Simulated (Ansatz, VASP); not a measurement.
# BaTiO3 in VASP and in Ansatz

```
Ba Ti O
1.0
     4.00730    0.00000    0.00000
     0.00000    4.00730    0.00000
     0.00000    0.00000    3.92715
Ba Ti O
1 1 3
Direct
  0.50000 0.50000 0.50000
  0.00000 0.00000 0.00000
  0.50000 0.00000 0.00000
  0.00000 0.50000 0.00000
  0.00000 0.00000 0.50000
```

Change from the starting cell: zz strain of -2 %.

Alike in both runs: task single point; functional PBE; k mesh 8 × 8 × 8; occupations fermi-dirac, width 0.05 eV; no spin polarisation.

```csv
,VASP,Ansatz
version,VASP 6.6.1,Ansatz 0.2.0
potentials or method,"VASP PAW PBE potentials, release 64 (Ba_sv, Ti_sv, O), cutoff 520 eV","all-electron LAPW, scalar-relativistic"
```

|  | VASP | Ansatz | Ansatz less VASP |
| --- | --- | --- | --- |
| pressure (GPa) | 7.1 | 5.2 | -1.90 |
| traceless stress, the component that is largest in VASP (GPa) | 2.94 | 2.84 | -0.098 |

Ansatz ran all-electron here, and VASP with PAW potentials.

Spin-orbit coupling is off throughout.
